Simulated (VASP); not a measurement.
# Sr3Zn (Pm-3m) in VASP: further runs

Sr3Zn is run at these levels: PBE; tasks: single point.

Everything below comes from runs of VASP 6.6.1. Logs are shortened: lines on timing, memory, paths and dates and some standing lists are left out, and cuts for length are marked.

### 1 The cell of the first run

It takes space group Pm-3m (No. 221, cubic). Conventional cell: a = 4.269 Å, b = 4.269 Å, c = 4.269 Å, α = 90.00°, β = 90.00°, γ = 90.00°. Within 4.0 Å of Sr (site symmetry 4/mmm) lie 8 Sr at 3.02 Å and 4 Zn at 3.02 Å. Within 4.0 Å of Zn (site symmetry m-3m) lie 12 Sr at 3.02 Å.

### 2 Single point, PBE

Contents of INCAR:

```
SYSTEM = Sr3Zn
PREC = Accurate ; ENCUT = 520
EDIFF = 1E-6 ; ISMEAR = -1
SIGMA = 0.15 ; LREAL = .FALSE.
LASPH = .TRUE. ; NELM = 80
ALGO = Normal ; ISIF = 2
LWAVE = .FALSE. ; LCHARG = .TRUE.
GGA = PE ; LELF = .TRUE.
LVHAR = .TRUE. ; NBANDS = 29
```

Contents of KPOINTS:

```
Automatic mesh
0
G
  4 4 4
  0 0 0
```

Contents of POSCAR:

```
Sr3Zn
1.0
    4.2687534416      0.0000000000      0.0000000000
    0.0000000000      4.2687534416      0.0000000000
    0.0000000000      0.0000000000      4.2687534416
Sr Zn
3 1
Direct
    0.5000000000      0.0000000000      0.5000000000
    0.5000000000      0.5000000000      0.0000000000
    0.0000000000      0.5000000000      0.5000000000
    0.0000000000      0.0000000000      0.0000000000
```

Potentials or basis: VASP PAW PBE potentials, release 64 (Sr_sv, Zn).

The run is started by

```
> cat potpaw_PBE.64/Sr_sv/POTCAR potpaw_PBE.64/Zn/POTCAR > POTCAR
> mpirun -np 1 vasp_std > vasp.out
```

OUTCAR:

```text
SYSTEM = Sr3Zn
   PREC = Accurate
   ENCUT = 520
   EDIFF = 1E-6
   ISMEAR = -1
   LREAL = .FALSE.
   LASPH = .TRUE.
   NELM = 80
   ISIF = 2
   GGA = PE

 ion  position               nearest neighbor table
   1  0.500  0.000  0.500-   2 3.02   3 3.02   4 3.02   2 3.02   4 3.02   2 3.02   3 3.02   2 3.02
                             3 3.02   4 3.02   4 3.02   3 3.02
   2  0.500  0.500  0.000-   1 3.02   3 3.02   4 3.02   1 3.02   3 3.02   1 3.02   4 3.02   1 3.02
                             3 3.02   4 3.02   3 3.02   4 3.02
   3  0.000  0.500  0.500-   1 3.02   2 3.02   4 3.02   2 3.02   4 3.02   1 3.02   4 3.02   4 3.02
                             1 3.02   2 3.02   2 3.02   1 3.02
   4  0.000  0.000  0.000-   1 3.02   2 3.02   3 3.02   1 3.02   3 3.02   2 3.02   3 3.02   3 3.02
                             1 3.02   2 3.02   1 3.02   2 3.02

  LATTYP: Found a simple cubic cell.
 ALAT       =     4.2687534416

  Lattice vectors:

 A1 = (   4.2687534416,   0.0000000000,   0.0000000000)
 A2 = (   0.0000000000,   4.2687534416,   0.0000000000)
 A3 = (   0.0000000000,   0.0000000000,   4.2687534416)

Analysis of symmetry for initial positions (statically):
=====================================================================
 Subroutine PRICEL returns:
 Original cell was already a primitive cell.

 Routine SETGRP: Setting up the symmetry group for a
 simple cubic supercell.

 Subroutine GETGRP returns: Found 48 space group operations
 (whereof 48 operations were pure point group operations)
 out of a pool of 48 trial point group operations.

The static configuration has the point symmetry O_h .

Analysis of symmetry for dynamics (positions and initial velocities):
=====================================================================
 Subroutine PRICEL returns:
 Original cell was already a primitive cell.

 Routine SETGRP: Setting up the symmetry group for a
 simple cubic supercell.

 Subroutine GETGRP returns: Found 48 space group operations
 (whereof 48 operations were pure point group operations)
 out of a pool of 48 trial point group operations.

The dynamic configuration has the point symmetry O_h .

 Subroutine INISYM returns: Found 48 space group operations
 (whereof 48 operations are pure point group operations),
 and found     1 'primitive' translations

----------------------------------------------------------------------------------------

                                     Primitive cell

  volume of cell :      77.7863

  direct lattice vectors                    reciprocal lattice vectors
     4.268753442  0.000000000  0.000000000     0.234260426  0.000000000  0.000000000
     0.000000000  4.268753442  0.000000000     0.000000000  0.234260426  0.000000000
     0.000000000  0.000000000  4.268753442     0.000000000  0.000000000  0.234260426

  length of vectors
     4.268753442  4.268753442  4.268753442     0.234260426  0.234260426  0.234260426

  position of ions in fractional coordinates (direct lattice)
     0.500000000  0.000000000  0.500000000
     0.500000000  0.500000000  0.000000000
     0.000000000  0.500000000  0.500000000
     0.000000000  0.000000000  0.000000000

  ion indices of the primitive-cell ions
   primitive index   ion index
                 1           1
                 2           2
                 3           3
                 4           4

----------------------------------------------------------------------------------------

 KPOINTS: Automatic mesh

Automatic generation of k-mesh.
 Grid dimensions read from file:
 generate k-points for:    4    4    4

 Generating k-lattice:

  Cartesian coordinates                     Fractional coordinates (reciprocal lattice)
     0.058565107  0.000000000  0.000000000     0.250000000  0.000000000  0.000000000
     0.000000000  0.058565107  0.000000000     0.000000000  0.250000000  0.000000000
     0.000000000  0.000000000  0.058565107     0.000000000  0.000000000  0.250000000

  Length of vectors
     0.058565107  0.058565107  0.058565107

  Shift w.r.t. Gamma in fractional coordinates (k-lattice)
     0.000000000  0.000000000  0.000000000

 Subroutine IBZKPT returns following result:
 ===========================================

 Found     10 irreducible k-points:

 Following reciprocal coordinates:
            Coordinates               Weight
  0.000000  0.000000  0.000000      1.000000
  0.250000  0.000000  0.000000      6.000000
  0.500000  0.000000  0.000000      3.000000
  0.250000  0.250000  0.000000     12.000000
  0.500000  0.250000  0.000000     12.000000
  0.500000  0.500000  0.000000      3.000000
  0.250000  0.250000  0.250000      8.000000
  0.500000  0.250000  0.250000     12.000000
  0.500000  0.500000  0.250000      6.000000
  0.500000  0.500000  0.500000      1.000000
   k-points           NKPTS =     10   k-points in BZ     NKDIM =     10   number of bands    NBANDS=     29
   number of dos      NEDOS =    301   number of ions     NIONS =      4
   total plane-waves  NPLWV =  32768
   dimension x,y,z NGX =    32 NGY =   32 NGZ =   32
   dimension x,y,z NGXF=    64 NGYF=   64 NGZF=   64
   ions per type =               3   1
   NGX,Y,Z   is equivalent  to a cutoff of  12.46, 12.46, 12.46 a.u.
   NGXF,Y,Z  is equivalent  to a cutoff of  24.92, 24.92, 24.92 a.u.
 SYSTEM =  Sr3Zn
   PREC   = accura    normal or accurate (medium, high low for compatibility)
   ISTART =      0    job   : 0-new  1-cont  2-samecut
   ICHARG =      2    charge: 1-file 2-atom 10-const
   ISPIN  =      1    spin polarized calculation?
   LNONCOLLINEAR =      F non collinear calculations
   LSORBIT =      F    spin-orbit coupling
   LASPH  =      T    aspherical Exc in radial PAW
   ENCUT  =  520.0 eV  38.22 Ry    6.18 a.u.   7.94  7.94  7.94*2*pi/ulx,y,z
   NELM   =     80;   NELMIN=  2; NELMDL= -5     # of ELM steps
   EDIFF  = 0.1E-05   stopping-criterion for ELM
   LREAL  =      F    real-space projection
   EDIFFG = 0.1E-04   stopping-criterion for IOM
   NSW    =      0    number of steps for IOM
   IBRION =     -1    ionic relax: 0-MD 1-quasi-New 2-CG
   NFREE  =      0    steps in history (QN), initial steepest desc. (CG)
   ISIF   =      2    stress and relaxation
   ISYM   =      2    0-nonsym 1-usesym 2-fastsym
   POTIM  = 0.5000    time-step for ionic-motion
   TEBEG  =    0.0;   TEEND  =   0.0 temperature during run
   PSTRESS=    0.0 pullay stress
   NELECT =      42.0000    total number of electrons
   NUPDOWN=      -1.0000    fix difference up-down
   EMIN   =  10.00;   EMAX   =-10.00  energy-range for DOS
   EFERMI =   0.00;   METHOD = LEGACY
   ISMEAR =    -1;   SIGMA  =   0.15  broadening in eV -4-tet -1-fermi 0-gaus
   EFERMI_NEDOS =   21; number of points for ismear=-14 and -15
   IALGO  =     38    algorithm
   IMIX   =      4    mixing-type and parameters
     AMIX     =   0.40;   BMIX     =  1.00
     AMIX_MAG =   1.60;   BMIX_MAG =  1.00
  volume/ion in A,a.u.               =      19.45       131.23
  Fermi-wavevector in a.u.,A,eV,Ry     =   1.333082  2.519160 24.179016  1.777108
  Thomas-Fermi vector in A             =   2.461968
   LORBIT       =      0    0 simple, 1 ext, 2 COOP (PROOUT), +10 PAW based schemes
   GGA     = PE    functional components
   LHFCALC =     F    Hartree Fock is set to
   AEXX    =    0.0000 exact exchange contribution
   IVDW    =     0    specifies the selected vdW correction
   LEPSILON=     F    determine dielectric tensor
   LRPA    =     F    only Hartree local field effects (RPA)
 non-spin polarized calculation
  energy-cutoff  :      520.00
  volume of cell :       77.79
 maximum number of plane-waves:      2176
 NGX is ok and might be reduce to    32
   NGX = 15   NGY = 15   NGZ = 15

 number of electron      42.0000038 magnetization

 Free energy of the ion-electron system (eV)
  ---------------------------------------------------
  ext. energy  EPLUGINS =         0.00000000
  ---------------------------------------------------
  free energy    TOTEN  =         0.18302475 eV

  energy without entropy =        0.48373534  energy(sigma->0) =        0.33338005

 E-fermi :   5.5414     XC(G=0): -11.1386

 val. band max:        5.4750472334   @ k =   0.0000   0.0000   0.0000
 cond. band min:       5.5514691196   @ k =   0.5000   0.2500   0.2500
 fundamental gap:      0.0764218862
 Fermi energy:         5.5413518699

 k-point     1 :       0.0000    0.0000    0.0000
  band No.  band energies     occupation
      1     -30.3167      2.00000
      2     -29.4661      2.00000
      3     -29.4661      2.00000
      4     -13.3784      2.00000
      5     -13.3784      2.00000
      6     -13.3784      2.00000
[... 21 lines left out ...]
     28      11.3094      0.00000
     29      11.3094      0.00000

 k-point     2 :       0.2500    0.0000    0.0000
  band No.  band energies     occupation
      1     -30.2135      2.00000
      2     -29.5799      2.00000
      3     -29.4628      2.00000
      4     -13.2022      2.00000
      5     -13.2022      2.00000
      6     -13.1145      2.00000
[... 21 lines left out ...]
     28      10.2642      0.00000
     29      12.1158      0.00000

 k-point     3 :       0.5000    0.0000    0.0000
  band No.  band energies     occupation
      1     -30.0434      2.00000
      2     -29.7605      2.00000
      3     -29.4596      2.00000
      4     -12.9523      2.00000
      5     -12.9523      2.00000
      6     -12.4019      2.00000
[... 21 lines left out ...]
     28       9.3529      0.00000
     29       9.9385      0.00000

 k-point     4 :       0.2500    0.2500    0.0000
  band No.  band energies     occupation
      1     -30.1197      2.00000
      2     -29.6112      2.00000
      3     -29.5268      2.00000
      4     -13.3896      2.00000
      5     -13.0147      2.00000
      6     -12.6230      2.00000
[... 149 lines left out ...]
     28      10.5891      0.00000
     29      10.6986      0.00000

 k-point     9 :       0.5000    0.5000    0.2500
  band No.  band energies     occupation
      1     -29.7478      2.00000
      2     -29.7453      2.00000
      3     -29.7453      2.00000
      4     -14.0386      2.00000
      5     -13.1912      2.00000
      6     -12.8348      2.00000
[... 21 lines left out ...]
     28       9.5097      0.00000
     29      11.2035      0.00000

 k-point    10 :       0.5000    0.5000    0.5000
  band No.  band energies     occupation
      1     -29.7405      2.00000
      2     -29.7405      2.00000
      3     -29.7405      2.00000
      4     -14.4100      2.00000
      5     -13.1611      2.00000
      6     -13.1611      2.00000
[... 21 lines left out ...]
     28      10.5141      0.00000
     29      10.5163      0.00000

------------------------ aborting loop because EDIFF is reached ----------------------------------------

  FORCE on cell =-STRESS in cart. coord.  units (eV):
  Direction    XX          YY          ZZ          XY          YZ          ZX
  --------------------------------------------------------------------------------------
  -------------------------------------------------------------------------------------
  Total       19.7973798     19.7973798     19.7973798      0.0000000      0.0000000     -0.0000000
  in kB      407.7698242    407.7698242    407.7698242      0.0000000      0.0000000     -0.0000000
  external PRESSURE =     407.7698242 kB  Pullay stress =       0.0000000 kB

 VOLUME and BASIS-vectors are now :
 -----------------------------------------------------------------------------
  energy-cutoff  :      520.00
  volume of cell :       77.79
      direct lattice vectors                 reciprocal lattice vectors
     4.268753442  0.000000000  0.000000000     0.234260426  0.000000000  0.000000000
     0.000000000  4.268753442  0.000000000     0.000000000  0.234260426  0.000000000
     0.000000000  0.000000000  4.268753442     0.000000000  0.000000000  0.234260426

 POSITION                                       TOTAL-FORCE (eV/Angst)
 -----------------------------------------------------------------------------------
      2.13438      0.00000      2.13438         0.000000      0.000000      0.000000
      2.13438      2.13438      0.00000         0.000000      0.000000      0.000000
      0.00000      2.13438      2.13438         0.000000      0.000000      0.000000
      0.00000      0.00000      0.00000         0.000000      0.000000      0.000000
 -----------------------------------------------------------------------------------
    total drift:                                0.000000     -0.000000     -0.000000

  FREE ENERGIE OF THE ION-ELECTRON SYSTEM (eV)
  ---------------------------------------------------
  free  energy   TOTEN  =         0.1830247523 eV

  energy  without entropy=        0.4837353448  energy(sigma->0) =        0.33338005
```

Wall time 32 s (1 thread of AMD EPYC 7R13, shared host); peak memory 0.15 GiB.

What came out:

```yaml
Free_energy: 0.1830 eV
Pressure: 40.8 GPa
Band_gap_on_the_k_mesh: zero (band 21 reaches 5.95 eV, above the bottom of band 22 at 5.30 eV)
```

Caveat: the k points lie up to 0.37 Å⁻¹ apart.

### 3 Single point, PBE

This run uses another cell than the first one, of 21.22 Å³/atom, 1.091 times its volume.

Contents of INCAR:

```
  PREC = Accurate
  ENCUT = 520
  EDIFF = 1E-6
  ISMEAR = -1
  SIGMA = 0.15
  LREAL = False
  LASPH = True
  NELM = 60
  ALGO = Normal
  ISIF = 2
  LWAVE = False
  LCHARG = False
  GGA = PE
  NBANDS = 29
```

Contents of KPOINTS:

```
Automatic mesh
0
Gamma
  4 4 4
```

Contents of POSCAR:

```
Sr3Zn
1.0
    4.3949984589      0.0000000000      0.0000000000
    0.0000000000      4.3949984589      0.0000000000
    0.0000000000      0.0000000000      4.3949984589
Sr Zn
3 1
Direct
    0.5000000000      0.0000000000      0.5000000000
    0.5000000000      0.5000000000      0.0000000000
    0.0000000000      0.5000000000      0.5000000000
    0.0000000000      0.0000000000      0.0000000000
```

Potentials or basis: VASP PAW PBE potentials, release 64 (Sr_sv, Zn).

The run is started by

```
> cat potpaw_PBE.64/Sr_sv/POTCAR potpaw_PBE.64/Zn/POTCAR > POTCAR
> mpirun -np 1 vasp_std > vasp.out
```

Wall time 52 s (1 thread of AMD EPYC 7R13, shared host); peak memory 0.18 GiB.

Results (log left out):

| Item | Value |
| --- | --- |
| Free energy | -1.3865 eV |
| Pressure | 30.5 GPa |
| Band gap on the k mesh | zero (band 21 reaches 5.23 eV, above the bottom of band 22 at 4.70 eV) |

Levels at points of the mesh, in eV from the Fermi level:
```tsv
k point	band 18	band 19	band 20	band 21	band 22	band 23	band 24	band 25
(0.00, 0.00, 0.00)	-6.00	-2.91	-0.21	-0.21	0.10	0.10	0.10	2.92
(0.50, 0.00, 0.00)	-4.12	-2.52	-0.96	0.19	0.19	0.63	1.91	3.43
(0.50, 0.50, 0.00)	-3.75	-0.93	-0.93	-0.71	1.19	1.31	1.31	2.08
(0.50, 0.50, 0.50)	-5.06	-0.37	-0.37	-0.37	1.38	1.38	1.38	3.24
```

(Continued in part 2 of 2.)
